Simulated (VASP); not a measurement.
# Zn3In4O: single point with PBE

The system is Zn3In4O.

```
CELL_PARAMETERS angstrom
4.67592 0.00000 0.00000
0.00000 4.67592 0.00000
0.00000 0.00000 8.61049
ATOMIC_POSITIONS crystal
Zn 0.50000 0.50000 0.63333
Zn 0.50000 0.50000 0.36667
Zn 0.00000 0.00000 0.00000
In 0.50000 0.00000 0.79335
In 0.00000 0.50000 0.79335
In 0.50000 0.00000 0.20665
In 0.00000 0.50000 0.20665
O 0.00000 0.00000 0.50000
```

* Program: VASP 6.6.1
* Task: single point
* Functional: PBE
* Potentials or basis: VASP PAW PBE potentials, release 64 (Zn, In_d, O)
* Cutoff: 520 eV
* k mesh: 4 × 4 × 2
* Occupations: gaussian, width 0.2 eV
* Spin: no spin polarisation

| Property | Result |
| --- | --- |
| Pressure | 0.1 GPa |
| Largest force | 0.082 eV/Å |
| Band gap on the k mesh | zero (band 47 reaches 4.63 eV, above the bottom of band 48 at 3.45 eV) |

Forces on the atoms (eV/Å):
```
Zn   0.000  0.000  0.082
Zn   0.000  0.000 -0.082
Zn   0.000  0.000  0.000
In   0.000  0.000 -0.023
In   0.000  0.000 -0.023
In   0.000  0.000  0.023
In   0.000  0.000  0.023
O    0.000  0.000  0.000
```

Stress tensor (GPa, compression positive):
```
 0.24  0.00  0.00
 0.00  0.24  0.00
 0.00  0.00 -0.19
```

Levels at points of the mesh, in eV from the Fermi level:
```
           k point  band 45  band 46  band 47  band 48  band 49  band 50
(0.00, 0.00, 0.00)    -0.36    -0.36    -0.16    -0.11     0.06     0.06
(0.50, 0.00, 0.00)    -0.51     0.45     0.69     1.17     1.18     1.43
(0.50, 0.50, 0.00)    -1.87    -1.87    -1.09    -0.23     0.56     0.56
(0.00, 0.00, 0.50)    -1.19    -0.78    -0.66     0.34     0.34     2.30
(0.50, 0.00, 0.50)    -0.41    -0.33     0.54     0.62     0.76     1.05
(0.50, 0.50, 0.50)    -0.94    -0.76    -0.76    -0.49    -0.14    -0.14
```

It took 91 s on 1 thread of AMD EPYC 9R45 96-Core Processor (Zen 5), with other jobs on the host, peak memory 0.29 GiB.

Caveat: the k points lie up to 0.36 Å⁻¹ apart; spin-orbit coupling is left out, which moves the levels of the heavy elements.
